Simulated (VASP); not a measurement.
# Ir (Fm-3m) in VASP: notebook

The runs below take Ir through single point, relaxation of cell and atoms, with PBE.

All numbers are computed with VASP 6.6.1; they aren't measurements. Logs are shortened: lines on timing, memory, paths and dates and some standing lists are left out, and cuts for length are marked.

## 1. The cell of the first run

The structure is cubic, space group Fm-3m (No. 225). The conventional cell has a = 3.588 Å, b = 3.588 Å, c = 3.588 Å, α = 90.00°, β = 90.00°, γ = 90.00°. Within 3.3 Å of Ir (site symmetry m-3m) lie 12 Ir at 2.54 Å.

## 2. Single point, PBE

The input, INCAR:

```
  ALGO = Normal
  EDIFF = 1E-6
  ENCUT = 520
  GGA = PE
  ISIF = 2
  ISMEAR = -1
  LASPH = True
  LCHARG = False
  LREAL = False
  LWAVE = False
  NBANDS = 10
  NELM = 80
  PREC = Accurate
  SIGMA = 0.08
```

The input, KPOINTS:

```
k-points
0
Gamma
  18 18 18
```

The input, POSCAR:

```
Ir
1.0
    0.0000000000      1.7938243530      1.7938243530
    1.7938243530      0.0000000000      1.7938243530
    1.7938243530      1.7938243530      0.0000000000
Ir
1
Direct
    0.0000000000      0.0000000000      0.0000000000
```

Potentials or basis: VASP PAW PBE potentials, release 64 (Ir).

Command:

```console
> cat potpaw_PBE.64/Ir/POTCAR > POTCAR
> mpirun -np 1 vasp_std > vasp.out
```

OUTCAR:

```text
EDIFF = 1E-6
   ENCUT = 520
   GGA = PE
   ISIF = 2
   ISMEAR = -1
   LASPH = True
   LREAL = False
   NELM = 80
   PREC = Accurate

 ion  position               nearest neighbor table
   1  0.000  0.000  0.000-

  LATTYP: Found a face centered cubic cell.
 ALAT       =     3.5876487060

  Lattice vectors:

 A1 = (   0.0000000000,   1.7938243530,   1.7938243530)
 A2 = (   1.7938243530,   0.0000000000,   1.7938243530)
 A3 = (   1.7938243530,   1.7938243530,   0.0000000000)

Analysis of symmetry for initial positions (statically):
=====================================================================
 Subroutine PRICEL returns:
 Original cell was already a primitive cell.

 Routine SETGRP: Setting up the symmetry group for a
 face centered cubic supercell.

 Subroutine GETGRP returns: Found 48 space group operations
 (whereof 48 operations were pure point group operations)
 out of a pool of 48 trial point group operations.

The static configuration has the point symmetry O_h .

Analysis of symmetry for dynamics (positions and initial velocities):
=====================================================================
 Subroutine PRICEL returns:
 Original cell was already a primitive cell.

 Routine SETGRP: Setting up the symmetry group for a
 face centered cubic supercell.

 Subroutine GETGRP returns: Found 48 space group operations
 (whereof 48 operations were pure point group operations)
 out of a pool of 48 trial point group operations.

The dynamic configuration has the point symmetry O_h .

 Subroutine INISYM returns: Found 48 space group operations
 (whereof 48 operations are pure point group operations),
 and found     1 'primitive' translations

----------------------------------------------------------------------------------------

                                     Primitive cell

  volume of cell :      11.5444

  direct lattice vectors                    reciprocal lattice vectors
     0.000000000  1.793824353  1.793824353    -0.278734091  0.278734091  0.278734091
     1.793824353  0.000000000  1.793824353     0.278734091 -0.278734091  0.278734091
     1.793824353  1.793824353  0.000000000     0.278734091  0.278734091 -0.278734091

  length of vectors
     2.536850729  2.536850729  2.536850729     0.482781607  0.482781607  0.482781607

  position of ions in fractional coordinates (direct lattice)
     0.000000000  0.000000000  0.000000000

[... 77 lines left out ...]
   EDIFFG = 0.1E-04   stopping-criterion for IOM
   NSW    =      0    number of steps for IOM
   IBRION =     -1    ionic relax: 0-MD 1-quasi-New 2-CG
   NFREE  =      0    steps in history (QN), initial steepest desc. (CG)
   ISIF   =      2    stress and relaxation
   ISYM   =      2    0-nonsym 1-usesym 2-fastsym
   POTIM  = 0.5000    time-step for ionic-motion
   TEBEG  =    0.0;   TEEND  =   0.0 temperature during run
   PSTRESS=    0.0 pullay stress
   NELECT =       9.0000    total number of electrons
   NUPDOWN=      -1.0000    fix difference up-down
   EMIN   =  10.00;   EMAX   =-10.00  energy-range for DOS
   EFERMI =   0.00;   METHOD = LEGACY
   ISMEAR =    -1;   SIGMA  =   0.08  broadening in eV -4-tet -1-fermi 0-gaus
   EFERMI_NEDOS =   21; number of points for ismear=-14 and -15
   IALGO  =     38    algorithm
   IMIX   =      4    mixing-type and parameters
     AMIX     =   0.40;   BMIX     =  1.00
     AMIX_MAG =   1.60;   BMIX_MAG =  1.00
  volume/ion in A,a.u.               =      11.54        77.91
  Fermi-wavevector in a.u.,A,eV,Ry     =   1.506720  2.847287 30.887997  2.270204
  Thomas-Fermi vector in A             =   2.617400
   LORBIT       =      0    0 simple, 1 ext, 2 COOP (PROOUT), +10 PAW based schemes
   GGA     = PE    functional components
   LHFCALC =     F    Hartree Fock is set to
   AEXX    =    0.0000 exact exchange contribution
   IVDW    =     0    specifies the selected vdW correction
   LEPSILON=     F    determine dielectric tensor
   LRPA    =     F    only Hartree local field effects (RPA)
 non-spin polarized calculation
  energy-cutoff  :      520.00
  volume of cell :       11.54
 maximum number of plane-waves:       331
   NGX =  9   NGY =  9   NGZ =  9

 number of electron       9.0000000 magnetization

 Free energy of the ion-electron system (eV)
  ---------------------------------------------------
  ext. energy  EPLUGINS =         0.00000000
  ---------------------------------------------------
  free energy    TOTEN  =        -7.80233119 eV

  energy without entropy =       -7.78814404  energy(sigma->0) =       -7.79523762

 E-fermi :  14.3786     XC(G=0): -15.2240

 val. band max:       14.3690645628   @ k =   0.5000   0.2222   0.1111
 cond. band min:      14.4207710355   @ k =   0.3333   0.1111   0.0556
 fundamental gap:      0.0517064726
 Fermi energy:        14.3786174849

 k-point     1 :       0.0000    0.0000    0.0000
  band No.  band energies     occupation
      1       0.8777      2.00000
      2       9.0333      2.00000
      3       9.0333      2.00000
      4       9.0333      2.00000
      5      12.7365      2.00000
      6      12.7365      2.00000
      7      28.0138      0.00000
      8      34.8912      0.00000
      9      34.8912      0.00000
     10      34.8912      0.00000
[... 287 lines left out ...]
 k-point    24 :      -0.2222    0.0556    0.0000
  band No.  band energies     occupation
      1       3.4682      2.00000
      2       8.2274      2.00000
      3       9.6313      2.00000
      4       9.7440      2.00000
      5      12.2554      2.00000
      6      13.4800      1.99997
      7      28.8914      0.00000
      8      32.6097      0.00000
      9      38.4859      0.00000
     10      40.2648      0.00000

 [... further k-points ...]

------------------------ aborting loop because EDIFF is reached ----------------------------------------

  FORCE on cell =-STRESS in cart. coord.  units (eV):
  Direction    XX          YY          ZZ          XY          YZ          ZX
  --------------------------------------------------------------------------------------
  -------------------------------------------------------------------------------------
  Total       10.3036246     10.3036246     10.3036246      0.0000000      0.0000000      0.0000000
  in kB     1429.9829817   1429.9829817   1429.9829817      0.0000000      0.0000000      0.0000000
  external PRESSURE =    1429.9829817 kB  Pullay stress =       0.0000000 kB

 VOLUME and BASIS-vectors are now :
 -----------------------------------------------------------------------------
  energy-cutoff  :      520.00
  volume of cell :       11.54
      direct lattice vectors                 reciprocal lattice vectors
     0.000000000  1.793824353  1.793824353    -0.278734091  0.278734091  0.278734091
     1.793824353  0.000000000  1.793824353     0.278734091 -0.278734091  0.278734091
     1.793824353  1.793824353  0.000000000     0.278734091  0.278734091 -0.278734091

 POSITION                                       TOTAL-FORCE (eV/Angst)
 -----------------------------------------------------------------------------------
      0.00000      0.00000      0.00000         0.000000      0.000000      0.000000
 -----------------------------------------------------------------------------------
    total drift:                                0.000000      0.000000      0.000000

  FREE ENERGIE OF THE ION-ELECTRON SYSTEM (eV)
  ---------------------------------------------------
  free  energy   TOTEN  =        -7.8023311941 eV

  energy  without entropy=       -7.7881440364  energy(sigma->0) =       -7.79523762
```

It took 39 s on 1 thread of Intel Xeon 8259CL, shared host; peak memory 0.15 GiB.

Results:

```yaml
Free_energy: -7.8023 eV
Pressure: 143.0 GPa
```

Caveat: spin-orbit coupling is left out, which moves the levels of the heavy elements.

## 3. Single point, PBE

The input, INCAR:

```
SYSTEM = Ir
PREC = Accurate ; ENCUT = 520
EDIFF = 1E-7 ; ISMEAR = -1
SIGMA = 0.08 ; LREAL = .FALSE.
LASPH = .TRUE. ; NELM = 80
ALGO = Normal ; ISIF = 2
LWAVE = .FALSE. ; LCHARG = .FALSE.
GGA = PE ; NBANDS = 10
```

The input, KPOINTS:

```
regular mesh
0
G
  18 18 18
  0 0 0
```

The input, POSCAR:

```
Ir
1.0
    0.0000000000      1.7935958138      1.7935958138
    1.7935958138      0.0000000000      1.7935958138
    1.7935958138      1.7935958138      0.0000000000
Ir
1
Direct
    0.0000000000      0.0000000000      0.0000000000
```

Potentials or basis: VASP PAW PBE potentials, release 64 (Ir).

Command:

```console
> cat potpaw_PBE.64/Ir/POTCAR > POTCAR
> mpirun -np 1 vasp_std > vasp.out
```

It took 38 s on 1 thread of Intel Xeon 8259CL, shared host; peak memory 0.15 GiB.

The run converged. Its results:

```yaml
Free_energy: -7.7984 eV
Pressure: 143.4 GPa
```

Levels at points of the mesh, in eV from the Fermi level:
| k point | band 1 | band 2 | band 3 | band 4 | band 5 | band 6 | band 7 | band 8 | band 9 |
| --- | --- | --- | --- | --- | --- | --- | --- | --- | --- |
| (0.00, 0.00, 0.00) | -13.51 | -5.35 | -5.35 | -5.35 | -1.64 | -1.64 | 13.63 | 20.51 | 20.51 |
| (0.50, 0.00, 0.00) | -10.58 | -5.53 | -5.53 | -1.25 | 1.27 | 1.27 | 9.63 | 13.25 | 21.47 |
| (0.50, 0.50, 0.00) | -10.67 | -9.96 | 1.25 | 1.80 | 2.11 | 2.11 | 12.69 | 12.69 | 13.68 |

Caveat: spin-orbit coupling is left out, which moves the levels of the heavy elements.

## 4. Single point, PBE

This run uses another cell than the first one, of 14.50 Å³/atom, 1.256 times its volume.

The input, INCAR:

```
PREC = Accurate ; ENCUT = 520
EDIFF = 1E-6 ; ISMEAR = -1
SIGMA = 0.08 ; LREAL = False
LASPH = True ; NELM = 100
ALGO = Normal ; ISIF = 2
LWAVE = False ; LCHARG = False
GGA = PE ; NBANDS = 10
```

The input, KPOINTS:

```
regular mesh
0
Gamma
  18 18 18
```

The input, POSCAR:

```
Ir
1.0
    0.0000000000      1.9355577088      1.9355577088
    1.9355577088      0.0000000000      1.9355577088
    1.9355577088      1.9355577088      0.0000000000
Ir
1
Direct
    0.0000000000      0.0000000000      0.0000000000
```

Potentials or basis: VASP PAW PBE potentials, release 64 (Ir).

Command:

```console
> cat potpaw_PBE.64/Ir/POTCAR > POTCAR
> mpirun -np 1 vasp_std > vasp.out
```

OUTCAR:

```text
PREC = Accurate
   ENCUT = 520
   EDIFF = 1E-6
   ISMEAR = -1
   LREAL = False
   LASPH = True
   NELM = 100
   ISIF = 2
   GGA = PE

 ion  position               nearest neighbor table
   1  0.000  0.000  0.000-

  LATTYP: Found a face centered cubic cell.
 ALAT       =     3.8711154176

  Lattice vectors:

 A1 = (   0.0000000000,   1.9355577088,   1.9355577088)
 A2 = (   1.9355577088,   0.0000000000,   1.9355577088)
[... 488 lines left out ...]
      8      26.8073      0.00000
      9      31.7628      0.00000
     10      33.0011      0.00000

 [... further k-points ...]

------------------------ aborting loop because EDIFF is reached ----------------------------------------

  FORCE on cell =-STRESS in cart. coord.  units (eV):
  Direction    XX          YY          ZZ          XY          YZ          ZX
  --------------------------------------------------------------------------------------
  -------------------------------------------------------------------------------------
  Total        0.0452621      0.0452621      0.0452621      0.0000000      0.0000000      0.0000000
  in kB        5.0003134      5.0003134      5.0003134      0.0000000      0.0000000      0.0000000
  external PRESSURE =       5.0003134 kB  Pullay stress =       0.0000000 kB

 VOLUME and BASIS-vectors are now :
 -----------------------------------------------------------------------------
  energy-cutoff  :      520.00
  volume of cell :       14.50
      direct lattice vectors                 reciprocal lattice vectors
     0.000000000  1.935557709  1.935557709    -0.258323478  0.258323478  0.258323478
     1.935557709  0.000000000  1.935557709     0.258323478 -0.258323478  0.258323478
     1.935557709  1.935557709  0.000000000     0.258323478  0.258323478 -0.258323478

 POSITION                                       TOTAL-FORCE (eV/Angst)
 -----------------------------------------------------------------------------------
      0.00000      0.00000      0.00000        -0.000000     -0.000000     -0.000000
 -----------------------------------------------------------------------------------
    total drift:                                0.000000     -0.000000     -0.000000

  FREE ENERGIE OF THE ION-ELECTRON SYSTEM (eV)
  ---------------------------------------------------
  free  energy   TOTEN  =        -8.8618719851 eV

  energy  without entropy=       -8.8414802140  energy(sigma->0) =       -8.85167610
```

stdout:

```text
POSCAR found type information on POSCAR Ir
 POSCAR found :  1 types and       1 ions
 scaLAPACK will be used
 LDA part: xc-table for (Slater+PW92), standard interpolation
 POSCAR, INCAR and KPOINTS ok, starting setup
 FFT: planning ... GRIDC
 FFT: planning ... GRID_SOFT
 FFT: planning ... GRID
 WAVECAR not read
 entering main loop
```

Wall time 38 s (1 thread of Intel Xeon 8259CL, shared host); peak memory 0.15 GiB.

Results:

```
Free energy : -8.8619 eV
Pressure    : 0.5 GPa
```

Levels at points of the mesh, in eV from the Fermi level:
```
           k point  band 1  band 2  band 3  band 4  band 5  band 6  band 7  band 8
(0.00, 0.00, 0.00)  -10.87   -3.75   -3.75   -3.75   -1.17   -1.17   14.36   19.80
(0.50, 0.00, 0.00)   -7.85   -3.85   -3.85   -0.71    0.84    0.84    7.00   13.90
(0.50, 0.50, 0.00)   -7.64   -7.08    0.81    1.40    1.40    1.69   10.16   11.58
```

Caveat: spin-orbit coupling is left out, which moves the levels of the heavy elements.

## 5. Relaxation of cell and atoms, PBE, target pressure 140 GPa, at which the enthalpy is minimised

This run uses another cell than the first one, of 11.57 Å³/atom, 1.002 times its volume.

The input, INCAR:

```
  PREC = Accurate
  ENCUT = 600
  EDIFF = 1E-6
  ISMEAR = -1
  SIGMA = 0.08
  LREAL = False
  LASPH = True
  NELM = 60
  ALGO = Normal
  ISIF = 3
  LWAVE = False
  LCHARG = False
  GGA = PE
  IBRION = 2
  NSW = 60
  EDIFFG = -0.005
  PSTRESS = 1400.0
```

The input, KPOINTS:

```
Automatic mesh
0
Gamma
  18 18 18
```

The input, POSCAR:

```
Ir
1.0
    0.0000000000      1.7953140163      1.7953140163
    1.7953140163      0.0000000000      1.7953140163
    1.7953140163      1.7953140163      0.0000000000
Ir
1
Direct
    0.0000000000      0.0000000000      0.0000000000
```

Command:

```console
> cat potpaw_PBE.64/Ir/POTCAR > POTCAR
> mpirun -np 1 vasp_std > vasp.out
```

Run time: 35 s. Hardware: 1 thread of Intel Xeon 6975P-C, shared host; peak memory 0.15 GiB.

The run converged. Its results:

```yaml
Free_energy: -7.8350 eV
Relaxed_volume: 11.58 Å³/atom
Relaxed_cell: a = 2.540 Å, b = 2.540 Å, c = 2.540 Å, α = 60.00°, β = 60.00°, γ = 60.00°
Space_group_after_relaxing_to_0.05_Å: Fm-3m (No. 225)
Energy_change_on_relaxing_the_enthalpy_is_what_falls: -7.0 meV/atom
Ionic_steps: 3
Pressure_after_relaxing: 140.0 GPa
```

Step by step:
| step | energy change (eV) | largest force (eV/Å) | pressure (GPa) | volume (Å³) |
| --- | --- | --- | --- | --- |
| 1 | 0.0000 | 0.0000 | 140.69 | 11.57 |
| 2 | -0.0716 | 0.0000 | 133.85 | 11.66 |
| 3 | -0.0070 | 0.0000 | 139.99 | 11.58 |

Final structure:
```cif
data_structure
_symmetry_space_group_name_H-M 'P 1'
_symmetry_Int_Tables_number 1
_cell_length_a 2.5395
_cell_length_b 2.5395
_cell_length_c 2.5395
_cell_angle_alpha 60.000
_cell_angle_beta 60.000
_cell_angle_gamma 60.000
_cell_volume 11.58
loop_
_atom_site_label
_atom_site_type_symbol
_atom_site_fract_x
_atom_site_fract_y
_atom_site_fract_z
_atom_site_occupancy
Ir1 Ir 0.00000 0.00000 0.00000 1
```

Levels at points of the mesh, in eV from the Fermi level:
| k point | band 2 | band 3 | band 4 | band 5 | band 6 | band 7 |
| --- | --- | --- | --- | --- | --- | --- |
| (0.00, 0.00, 0.00) | -5.32 | -5.32 | -5.32 | -1.63 | -1.63 | 13.65 |
| (0.50, 0.00, 0.00) | -5.50 | -5.50 | -1.24 | 1.27 | 1.27 | 9.59 |
| (0.50, 0.50, 0.00) | -9.91 | 1.24 | 1.79 | 2.10 | 2.10 | 12.67 |

Caveat: the cell is relaxed towards a set pressure, so the enthalpy falls and the energy may rise; spin-orbit coupling is left out, which moves the levels of the heavy elements.

## 6. Summary

```tsv
task	cell	cutoff (eV)	gap on the mesh (eV)	pressure (GPa)
single point	a = 2.537 Å, angles 60.0°, 1 atom	520	none	143.4
single point	a = 2.737 Å, angles 60.0°, 1 atom	520	none	0.5
relaxation of cell and atoms	relaxed to 140 GPa from a = 2.539 Å, angles 60.0°, 1 atom	600	none	140.0
```

Alike in all rows: level PBE; potentials or basis VASP PAW PBE potentials, release 64 (Ir); no spin polarisation; k mesh 18 × 18 × 18; smearing fermi-dirac 0.08 eV.

Caveats: spin-orbit coupling is left out, which moves the levels of the heavy elements; the cell is relaxed towards a set pressure, so the enthalpy falls and the energy may rise (some runs).

Total energies depend on the potentials used, so only differences within one code and one set of settings carry meaning.
